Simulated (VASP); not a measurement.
The system is K2S.

```xyz
3
Lattice="0.0000 3.6035 3.6035 3.6035 0.0000 3.6035 3.6035 3.6035 0.0000" Properties=species:S:1:pos:R:3 pbc="T T T"
K     1.8017    1.8017    1.8017
K     5.4052    5.4052    5.4052
S     0.0000    0.0000    0.0000
```

This cell differs from its parent crystal: strain -2.7%.

Program: VASP 6.6.1. Alike in all runs: task single point; potentials or basis VASP PAW PBE potentials, release 64 (K_sv, S); no spin polarisation; cell as given.

Problem. Order these runs on this cell by their band gap on the k mesh, lowest first.
A. level HSE06; k mesh 4 × 4 × 4; cutoff (eV) 400; smearing gaussian 0.01 eV; grid for exact exchange (PRECFOCK) Normal; share of exact exchange 0.25; screening parameter 0.2079 1/Å
B. level r2SCAN; k mesh 6 × 6 × 6; cutoff (eV) 550; smearing gaussian 0.01 eV
C. level PBE; k mesh 6 × 6 × 6; cutoff (eV) 500; smearing fermi-dirac 0.02 eV

Solution. C (2.59 eV), B (2.96 eV), A (3.54 eV).

A k mesh can miss the band edges.
